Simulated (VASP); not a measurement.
Here is a VASP 6.6.1 calculation.

File INCAR:

```
PREC = Accurate
ENCUT = 600
EDIFF = 1E-7
ISMEAR = 0
SIGMA = 0.1
LREAL = False
LASPH = True
NELM = 60
ALGO = Normal
ISIF = 3
LWAVE = False
LCHARG = False
GGA = PE
IBRION = 2
NSW = 100
EDIFFG = -0.01
```

Contents of KPOINTS:

```
regular mesh
0
Gamma
  12 12 12
```

Contents of POSCAR:

```
MgSi3N2
1.0
    2.3687738834      1.3676122392      4.8997899828
   -2.3687738834      1.3676122392      4.8997899828
    0.0000000000     -2.7352244785      4.8997899828
Mg Si N
1 3 2
Direct
    0.0000000000      0.0000000000      0.0000000000
    0.0000000000      0.5000000000      0.0000000000
    0.5000000000      0.0000000000      0.0000000000
    0.0000000000      0.0000000000      0.5000000000
    0.7443992478      0.7443992478      0.7443992478
    0.2556007522      0.2556007522      0.2556007522
```

Potentials or basis: VASP PAW PBE potentials, release 64 (Mg, Si, N).

Command:

```bash
$ cat potpaw_PBE.64/Mg/POTCAR potpaw_PBE.64/Si/POTCAR potpaw_PBE.64/N/POTCAR > POTCAR
$ mpirun -np 1 vasp_std > vasp.out
```

Task: Predict the band gap on the k mesh.

Result: Zero (bands 12 and 13 overlap by 0.86 eV).

Task: Estimate the relaxed volume.

Result: 15.80 Å³/atom.

Forces in eV/Å, atoms in the order of the input:
```
Mg   0.000  0.000  0.000
Si   0.000  0.000  0.000
Si   0.000  0.000  0.000
Si   0.000  0.000  0.000
N    0.000  0.000  0.004
N    0.000  0.000 -0.004
```
